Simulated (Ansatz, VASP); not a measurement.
# One calculation of Zn, two programs

```xyz
2
Lattice="0.0000 3.1013 3.1013 3.1013 0.0000 3.1013 3.1013 3.1013 0.0000" Properties=species:S:1:pos:R:3 pbc="T T T"
Zn    0.7753    0.7753    0.7753
Zn    5.4273    5.4273    5.4273
```

Alike in both runs: task single point; functional RPBE; k mesh 10 × 10 × 10; occupations fermi-dirac, width 0.1 eV; no spin polarisation.

|  | VASP | Ansatz |
| --- | --- | --- |
| version | VASP 6.6.1 | Ansatz 0.2.0 |
| potentials or method | VASP PAW PBE potentials, release 64 (Zn), cutoff 520 eV | plane waves (420 eV) with PAW, scalar-relativistic |
| valence electrons in the cell | 24 | 24 |

|  | VASP | Ansatz | Ansatz less VASP |
| --- | --- | --- | --- |
| pressure (GPa) | -1.4 | -1.5 | -0.06 |

VASP's potentials were made for PBE, not for RPBE.
